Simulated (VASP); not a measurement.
Input of a VASP 6.6.1 run:

Contents of INCAR:

```
SYSTEM = TiCo2
PREC     = Accurate       ! precision mode
ENCUT    = 520            ! plane-wave cutoff, eV
EDIFF    = 1E-7           ! SCF threshold, eV
ISMEAR   = 0              ! smearing method
SIGMA    = 0.1            ! smearing width, eV
LREAL    = .FALSE.        ! projectors in reciprocal space
LASPH    = .TRUE.         ! aspherical terms in the spheres
NELM     = 150            ! most SCF steps
ALGO     = Normal         ! electronic algorithm
ISIF     = 2              ! what is computed and relaxed
LWAVE    = .FALSE.        ! write WAVECAR
LCHARG   = .FALSE.        ! write CHGCAR
ISPIN    = 2              ! spin polarisation
MAGMOM   = -0.31 -0.31 0.82 0.82 0.82 0.82 ! initial moments
LORBIT   = 11             ! projections on sites
LMAXMIX  = 4              ! l up to which the mixer works
GGA      = PS             ! functional
NBANDS   = 43             ! bands
```

File KPOINTS:

```
Automatic mesh
0
G
  4 4 4
  0 0 0
```

The input POSCAR:

```
TiCo2
1.0
    0.0000000000      3.3520000000      3.3520000000
    3.3520000000      0.0000000000      3.3520000000
    3.3520000000      3.3520000000      0.0000000000
Ti Co
2 4
Direct
    0.5000000000      0.5000000000      0.5000000000
    0.7500000000      0.7500000000      0.7500000000
    0.1250000000      0.1250000000      0.1250000000
    0.6250000000      0.1250000000      0.1250000000
    0.1250000000      0.1250000000      0.6250000000
    0.1250000000      0.6250000000      0.1250000000
```

Potentials or basis: VASP PAW PBE potentials, release 64 (Ti_sv, Co).

Run with:

```sh
$ cat potpaw_PBE.64/Ti_sv/POTCAR potpaw_PBE.64/Co/POTCAR > POTCAR
$ mpirun -np 1 vasp_std > vasp.out
```

Q: What does it give for the net moment?

A: 2.32 μB per cell.

Q: Predict the pressure.

A: -12.0 GPa.

Q: What does it give for the site moments?

A: Ti -0.27; Co +0.76 μB.

Caveat: the k points lie up to 0.41 Å⁻¹ apart; the PAW data sets were made with another functional, which shifts forces and pressure a little.
